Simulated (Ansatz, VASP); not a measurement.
**Two plane-wave programs on C**

The input INCAR:

```
ALGO = Normal ; EDIFF = 1E-6
ENCUT = 520 ; GGA = PS
ISIF = 2 ; ISMEAR = 0
LASPH = T ; LCHARG = F
LREAL = Auto ; LWAVE = F
NBANDS = 43 ; NELM = 60
PREC = Accurate ; SIGMA = 0.05
```

The input KPOINTS:

```
k-points
0
Gamma
  6 6 6
```

The input POSCAR:

```
C
1.0
    0.0000000000      3.5537981836     -3.5537981836
   -3.5537981836      0.0000000000     -3.5537981836
   -3.5537981836      3.5537981836      0.0000000000
C
15
Direct
    0.2500000000      0.7500000000      0.2500000000
    0.7500000000      0.2500000000      0.2500000000
    0.2500000000      0.2500000000      0.2500000000
    0.7500000000      0.7500000000      0.7500000000
    0.2500000000      0.7500000000      0.7500000000
    0.7500000000      0.2500000000      0.7500000000
    0.2500000000      0.2500000000      0.7500000000
    0.8750000000      0.3750000000      0.3750000000
    0.3750000000      0.3750000000      0.3750000000
    0.7834397794      0.7834397794      0.4643704412
    0.3750000000      0.8750000000      0.3750000000
    0.8750000000      0.3750000000      0.8750000000
    0.3750000000      0.3750000000      0.8750000000
    0.8750000000      0.8750000000      0.8750000000
    0.3750000000      0.8750000000      0.8750000000
```

Input for Ansatz:

```yaml
crystal:
  lattice:
    - [0.0, 3.5537981836, -3.5537981836]
    - [-3.5537981836, 0.0, -3.5537981836]
    - [-3.5537981836, 3.5537981836, 0.0]
  atoms:
    - { symbol: C, position: [0.25, 0.75, 0.25] }
    - { symbol: C, position: [0.75, 0.25, 0.25] }
    - { symbol: C, position: [0.25, 0.25, 0.25] }
    - { symbol: C, position: [0.75, 0.75, 0.75] }
    - { symbol: C, position: [0.25, 0.75, 0.75] }
    - { symbol: C, position: [0.75, 0.25, 0.75] }
    - { symbol: C, position: [0.25, 0.25, 0.75] }
    - { symbol: C, position: [0.875, 0.375, 0.375] }
    - { symbol: C, position: [0.375, 0.375, 0.375] }
    - { symbol: C, position: [0.7834397794, 0.7834397794, 0.4643704412] }
    - { symbol: C, position: [0.375, 0.875, 0.375] }
    - { symbol: C, position: [0.875, 0.375, 0.875] }
    - { symbol: C, position: [0.375, 0.375, 0.875] }
    - { symbol: C, position: [0.875, 0.875, 0.875] }
    - { symbol: C, position: [0.375, 0.875, 0.875] }
basis:
  ecutwfc: 420
kpoints:
  mp_grid: { grid: [6, 6, 6] }
hamiltonian:
  xc: pbesol
  pseudopotentials: { kind: paw, azcp: { folder: soft_1 } }
scf:
  occupations: { method: gaussian, width: 0.05 }
output:
  forces: true
  stress: true
  eigenvalues: true
  write_density: true
  write_potential: true
  elf: true
  volumetric_format: npy
```

Change from the starting cell: C vacancy; atom 10 moved 0.250 of the way to it and +0.525 Å across, host rigid.

Alike in both runs: task single point; functional PBEsol; k mesh 6 × 6 × 6; occupations gaussian, width 0.05 eV; no spin polarisation.

|  | VASP | Ansatz |
| --- | --- | --- |
| version | VASP 6.6.1 | Ansatz 0.2.0 |
| potentials or method | VASP PAW PBE potentials, release 64 (C), cutoff 520 eV | scalar-relativistic, plane waves, PAW |
| valence electrons in the cell | 60 | 60 |

```tsv
	VASP	Ansatz	Ansatz less VASP
gap on the k mesh at the Fermi level (eV)	none	none	-
pressure (GPa)	0.7	-0.4	-1.08
traceless stress, the component that is largest in VASP (GPa)	-14.68	-14.65	+0.026
rms of the force components (eV/Å)	2.752	2.738	-0.0136
```

VASP's potentials were made for PBE, not for PBEsol, and Ansatz warns of the same on its side. Atom by atom the forces differ by 0.027 eV/Å (rms over components). A gap of «none» marks a metal or a gap that the smearing closes. With one functional, cell and mesh, what is left measures potentials, basis and numerics.
